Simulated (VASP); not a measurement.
# BAs (F-43m) in VASP: settings compared

Aim: see how the results for BAs move with the level of theory and the settings. Levels: PBE, HSE06, PBE0. Tasks: single point.

Everything below comes from runs of VASP 6.6.1. Logs are shortened: lines on timing, memory, paths and dates and some standing lists are left out, and cuts for length are marked.

## (1) The cell of the first run

Symmetry: F-43m, No. 216, cubic system. The conventional cell has a = 4.784 Å, b = 4.784 Å, c = 4.784 Å, α = 90.00°, β = 90.00°, γ = 90.00°. Within 2.7 Å of B (site symmetry -43m) lie 4 As at 2.07 Å. Within 2.7 Å of As (site symmetry -43m) lie 4 B at 2.07 Å.

## (2) Single point, PBE, non-collinear spin, zero start, spin-orbit coupling

Input file INCAR:

```
SYSTEM = BAs
  ALGO = Normal
  EDIFF = 1E-6
  ENCUT = 520
  GGA = PE
  GGA_COMPAT = .False.
  ISIF = 2
  ISMEAR = -1
  LASPH = .True.
  LCHARG = .False.
  LNONCOLLINEAR = .True.
  LORBIT = 11
  LORBMOM = .True.
  LREAL = .False.
  LSORBIT = .True.
  LWAVE = .False.
  MAGMOM = 0 0 0 0 0 0
  NBANDS = 20
  NELM = 150
  PREC = Accurate
  SIGMA = 0.02
```

Input file KPOINTS:

```
k-points
0
Gamma
  10 10 10
  0 0 0
```

Input file POSCAR:

```
BAs
1.0
    0.0000000000      2.3918677353      2.3918677353
    2.3918677353      0.0000000000      2.3918677353
    2.3918677353      2.3918677353      0.0000000000
B As
1 1
Direct
    0.0000000000      0.0000000000      0.0000000000
    0.2500000000      0.2500000000      0.2500000000
```

Potentials or basis: VASP PAW PBE potentials, release 64 (B, As).

Launch:

```console
cat potpaw_PBE.64/B/POTCAR potpaw_PBE.64/As/POTCAR > POTCAR
mpirun -np 1 vasp_ncl > vasp.out
```

OUTCAR:

```text
SYSTEM = BAs
   EDIFF = 1E-6
   ENCUT = 520
   GGA = PE
   ISIF = 2
   ISMEAR = -1
   LASPH = .True.
   LNONCOLLINEAR = .True.
   LORBIT = 11
   LREAL = .False.
   LSORBIT = .True.
   NELM = 150
   PREC = Accurate

 ion  position               nearest neighbor table
   1  0.000  0.000  0.000-   2 2.07   2 2.07   2 2.07   2 2.07
   2  0.250  0.250  0.250-   1 2.07   1 2.07   1 2.07   1 2.07

  LATTYP: Found a face centered cubic cell.
 ALAT       =     4.7837354706

  Lattice vectors:

 A1 = (   0.0000000000,   2.3918677353,   2.3918677353)
 A2 = (   2.3918677353,   0.0000000000,   2.3918677353)
 A3 = (   2.3918677353,   2.3918677353,   0.0000000000)

Analysis of symmetry for initial positions (statically):
=====================================================================
 Subroutine PRICEL returns:
 Original cell was already a primitive cell.

 Routine SETGRP: Setting up the symmetry group for a
 face centered cubic supercell.

 Subroutine GETGRP returns: Found 24 space group operations
 (whereof 24 operations were pure point group operations)
 out of a pool of 48 trial point group operations.

The static configuration has the point symmetry T_d .

Analysis of symmetry for dynamics (positions and initial velocities):
=====================================================================
 Subroutine PRICEL returns:
 Original cell was already a primitive cell.

 Routine SETGRP: Setting up the symmetry group for a
 face centered cubic supercell.

 Subroutine GETGRP returns: Found 24 space group operations
 (whereof 24 operations were pure point group operations)
 out of a pool of 48 trial point group operations.

The dynamic configuration has the point symmetry T_d .

Analysis of structural, dynamic, and magnetic symmetry:
=====================================================================
 Subroutine PRICEL returns:
 Original cell was already a primitive cell.

 Routine SETGRP: Setting up the symmetry group for a
 face centered cubic supercell.

 Subroutine GETGRP returns: Found 24 space group operations
 (whereof 24 operations were pure point group operations)
 out of a pool of 48 trial point group operations.

The overall configuration has the point symmetry T_d .

 Subroutine INISYM returns: Found 24 space group operations
 (whereof 24 operations are pure point group operations),
 and found     1 'primitive' translations

----------------------------------------------------------------------------------------

                                     Primitive cell

  volume of cell :      27.3679

  direct lattice vectors                    reciprocal lattice vectors
     0.000000000  2.391867735  2.391867735    -0.209041659  0.209041659  0.209041659
     2.391867735  0.000000000  2.391867735     0.209041659 -0.209041659  0.209041659
     2.391867735  2.391867735  0.000000000     0.209041659  0.209041659 -0.209041659

  length of vectors
     3.382611791  3.382611791  3.382611791     0.362070775  0.362070775  0.362070775

  position of ions in fractional coordinates (direct lattice)
     0.000000000  0.000000000  0.000000000
     0.250000000  0.250000000  0.250000000

  ion indices of the primitive-cell ions
   primitive index   ion index
                 1           1
                 2           2

----------------------------------------------------------------------------------------

 KPOINTS: k-points

Automatic generation of k-mesh.
 Grid dimensions read from file:
 generate k-points for:   10   10   10

 Generating k-lattice:

  Cartesian coordinates                     Fractional coordinates (reciprocal lattice)
    -0.020904166  0.020904166  0.020904166     0.100000000  0.000000000  0.000000000
     0.020904166 -0.020904166  0.020904166     0.000000000  0.100000000  0.000000000
     0.020904166  0.020904166 -0.020904166     0.000000000  0.000000000  0.100000000

  Length of vectors
     0.036207077  0.036207077  0.036207077

  Shift w.r.t. Gamma in fractional coordinates (k-lattice)
     0.000000000  0.000000000  0.000000000

 Subroutine IBZKPT returns following result:
 ===========================================

 Found     73 irreducible k-points:

 Following reciprocal coordinates:
            Coordinates               Weight
  0.000000  0.000000  0.000000      1.000000
  0.100000  0.000000  0.000000      4.000000
 -0.100000  0.000000  0.000000      4.000000
  0.200000  0.000000  0.000000      4.000000
 -0.200000  0.000000  0.000000      4.000000
  0.300000  0.000000  0.000000      4.000000
[... 16 lines left out ...]
  0.300000 -0.100000  0.000000     12.000000
 -0.200000  0.100000  0.000000     12.000000
 [... further k-points ...]
   k-points           NKPTS =     73   k-points in BZ     NKDIM =     73   number of bands    NBANDS=     20
   number of dos      NEDOS =    301   number of ions     NIONS =      2
   total plane-waves  NPLWV =  21952
   dimension x,y,z NGX =    28 NGY =   28 NGZ =   28
   dimension x,y,z NGXF=    56 NGYF=   56 NGZF=   56
   ions per type =               1   1
   NGX,Y,Z   is equivalent  to a cutoff of  13.76, 13.76, 13.76 a.u.
[... 22 lines left out ...]
   NELECT =       8.0000    total number of electrons
   NUPDOWN=      -1.0000    fix difference up-down
   EMIN   =  10.00;   EMAX   =-10.00  energy-range for DOS
   EFERMI =   0.00;   METHOD = LEGACY
   ISMEAR =    -1;   SIGMA  =   0.02  broadening in eV -4-tet -1-fermi 0-gaus
   EFERMI_NEDOS =   21; number of points for ismear=-14 and -15
   IALGO  =     38    algorithm
   IMIX   =      4    mixing-type and parameters
     AMIX     =   0.40;   BMIX     =  1.00
     AMIX_MAG =   1.60;   BMIX_MAG =  1.00
  volume/ion in A,a.u.               =      13.68        92.34
  Fermi-wavevector in a.u.,A,eV,Ry     =   1.086486  2.053162 16.061037  1.180453
  Thomas-Fermi vector in A             =   2.222624
   LORBIT       =     11    0 simple, 1 ext, 2 COOP (PROOUT), +10 PAW based schemes
   GGA     = PE    functional components
   LHFCALC =     F    Hartree Fock is set to
   AEXX    =    0.0000 exact exchange contribution
   IVDW    =     0    specifies the selected vdW correction
   LEPSILON=     F    determine dielectric tensor
   LRPA    =     F    only Hartree local field effects (RPA)
  energy-cutoff  :      520.00
  volume of cell :       27.37
 maximum number of plane-waves:      1508
 NGX is ok and might be reduce to    28
   NGX = 13   NGY = 13   NGZ = 13

 number of electron       8.0000000 magnetization       0.0000000      0.0000000      0.0000000

 number of electron       8.0000000 magnetization      -0.0000000      0.0000000      0.0000000

 number of electron       8.0000000 magnetization       0.0000000     -0.0000000     -0.0000000

 Free energy of the ion-electron system (eV)
  ---------------------------------------------------
  ext. energy  EPLUGINS =         0.00000000
  ---------------------------------------------------
  free energy    TOTEN  =       -11.41924085 eV

  energy without entropy =      -11.41924085  energy(sigma->0) =      -11.41924085

 E-fermi :   6.5147     XC(G=0): -10.5664

 val. band max:        6.1434048239   @ k =   0.0000   0.0000   0.0000
 cond. band min:       7.2588959729   @ k =   0.4000   0.4000   0.0000
 fundamental gap:      1.1154911491
 Fermi energy:         6.5146576507

 k-point     1 :       0.0000    0.0000    0.0000
  band No.  band energies     occupation
      1      -9.2829      1.00000
      2      -9.2829      1.00000
      3       5.9389      1.00000
      4       5.9389      1.00000
      5       6.1434      1.00000
      6       6.1434      1.00000
[... 541 lines left out ...]
     19      17.7459      0.00000
     20      17.7628      0.00000

 [... further k-points ...]
[... 5 lines left out ...]
  --------------------------------------------------------------------------------------
  -------------------------------------------------------------------------------------
  Total        0.4855725      0.4855725      0.4855725      0.0000000     -0.0000000      0.0000000
  in kB       28.4264847     28.4264847     28.4264847      0.0000000     -0.0000000      0.0000000
  external PRESSURE =      28.4264847 kB  Pullay stress =       0.0000000 kB

 VOLUME and BASIS-vectors are now :
 -----------------------------------------------------------------------------
  energy-cutoff  :      520.00
  volume of cell :       27.37
      direct lattice vectors                 reciprocal lattice vectors
     0.000000000  2.391867735  2.391867735    -0.209041659  0.209041659  0.209041659
     2.391867735  0.000000000  2.391867735     0.209041659 -0.209041659  0.209041659
     2.391867735  2.391867735  0.000000000     0.209041659  0.209041659 -0.209041659

 POSITION                                       TOTAL-FORCE (eV/Angst)
 -----------------------------------------------------------------------------------
      0.00000      0.00000      0.00000        -0.000000      0.000000     -0.000000
      1.19593      1.19593      1.19593         0.000000     -0.000000      0.000000
 -----------------------------------------------------------------------------------
    total drift:                               -0.000000     -0.000000     -0.000000

  FREE ENERGIE OF THE ION-ELECTRON SYSTEM (eV)
  ---------------------------------------------------
  free  energy   TOTEN  =       -11.4192408525 eV

  energy  without entropy=      -11.4192408524  energy(sigma->0) =      -11.41924085

 orbital moment (x)

 # of ion     p       d       tot
 ----------------------------------------
  1         0.000   0.000   0.000
  2        -0.000   0.000   0.000
 ----------------------------------------
            0.000   0.000   0.000

 orbital moment (y)

 # of ion     p       d       tot
 ----------------------------------------
  1         0.000   0.000   0.000
  2        -0.000  -0.000  -0.000
 ----------------------------------------
           -0.000  -0.000  -0.000

 orbital moment (z)

 # of ion     p       d       tot
 ----------------------------------------
  1         0.000   0.000   0.000
  2        -0.000   0.000  -0.000
 ----------------------------------------
            0.000   0.000   0.000

 Spin-Orbit-Coupling matrix elements

 Ion:    1  E_soc:     -0.0000100
 l=   1
     0.0000000    -0.0000017    -0.0000017
    -0.0000017     0.0000000    -0.0000017
    -0.0000017    -0.0000017     0.0000000
 l=   2
     0.0000000     0.0000000     0.0000000     0.0000000     0.0000000
     0.0000000     0.0000000     0.0000000     0.0000000     0.0000000
     0.0000000     0.0000000     0.0000000     0.0000000     0.0000000
     0.0000000     0.0000000     0.0000000     0.0000000     0.0000000
     0.0000000     0.0000000     0.0000000     0.0000000     0.0000000
 l=   3
     0.0000000     0.0000000     0.0000000     0.0000000     0.0000000     0.0000000     0.0000000
     0.0000000     0.0000000     0.0000000     0.0000000     0.0000000     0.0000000     0.0000000
     0.0000000     0.0000000     0.0000000     0.0000000     0.0000000     0.0000000     0.0000000
     0.0000000     0.0000000     0.0000000     0.0000000     0.0000000     0.0000000     0.0000000
     0.0000000     0.0000000     0.0000000     0.0000000     0.0000000     0.0000000     0.0000000
     0.0000000     0.0000000     0.0000000     0.0000000     0.0000000     0.0000000     0.0000000
     0.0000000     0.0000000     0.0000000     0.0000000     0.0000000     0.0000000     0.0000000

 Ion:    2  E_soc:     -0.0212551
 l=   1
     0.0000000    -0.0035169    -0.0035169
    -0.0035169     0.0000000    -0.0035169
    -0.0035169    -0.0035169     0.0000000
 l=   2
     0.0000000    -0.0000130     0.0000000    -0.0000130    -0.0000127
    -0.0000130     0.0000000    -0.0000095    -0.0000130    -0.0000032
     0.0000000    -0.0000095     0.0000000    -0.0000095     0.0000000
    -0.0000130    -0.0000130    -0.0000095     0.0000000    -0.0000032
    -0.0000127    -0.0000032     0.0000000    -0.0000032     0.0000000
 l=   3
     0.0000000     0.0000000     0.0000000     0.0000000     0.0000000     0.0000000     0.0000000
     0.0000000     0.0000000     0.0000000     0.0000000     0.0000000     0.0000000     0.0000000
     0.0000000     0.0000000     0.0000000     0.0000000     0.0000000     0.0000000     0.0000000
     0.0000000     0.0000000     0.0000000     0.0000000     0.0000000     0.0000000     0.0000000
     0.0000000     0.0000000     0.0000000     0.0000000     0.0000000     0.0000000     0.0000000
     0.0000000     0.0000000     0.0000000     0.0000000     0.0000000     0.0000000     0.0000000
     0.0000000     0.0000000     0.0000000     0.0000000     0.0000000     0.0000000     0.0000000

 total charge

# of ion       s       p       d       tot
------------------------------------------
    1        0.659   1.175   0.000   1.835
    2        1.173   1.659   0.088   2.920
--------------------------------------------------
tot          1.832   2.835   0.088   4.754

 magnetization (x)

# of ion       s       p       d       tot
------------------------------------------
    1        0.000   0.000   0.000   0.000
    2        0.000  -0.000   0.000   0.000
--------------------------------------------------
tot          0.000   0.000   0.000   0.000

 magnetization (y)

# of ion       s       p       d       tot
------------------------------------------
    1        0.000  -0.000   0.000  -0.000
    2       -0.000   0.000   0.000   0.000
--------------------------------------------------
tot         -0.000  -0.000   0.000  -0.000

 magnetization (z)

# of ion       s       p       d       tot
------------------------------------------
    1        0.000  -0.000   0.000  -0.000
    2       -0.000   0.000   0.000   0.000
--------------------------------------------------
tot          0.000  -0.000   0.000  -0.000
```

It took 43 s on 1 thread of Intel Xeon 6975P-C (Granite Rapids), shared host; peak memory 0.27 GiB.

What came out:

| Quantity | Value |
| --- | --- |
| Free energy | -11.4192 eV |
| Pressure | 2.8 GPa |
| Net moment | 0.00 μB per cell |
| Valence electrons inside the program's atomic spheres | B 1.83; As 2.92 |

Moments on the atoms (μB; x, y, z):
```
B   0.00 0.00 0.00
As  0.00 0.00 0.00
```

[end of part 1 of 2]
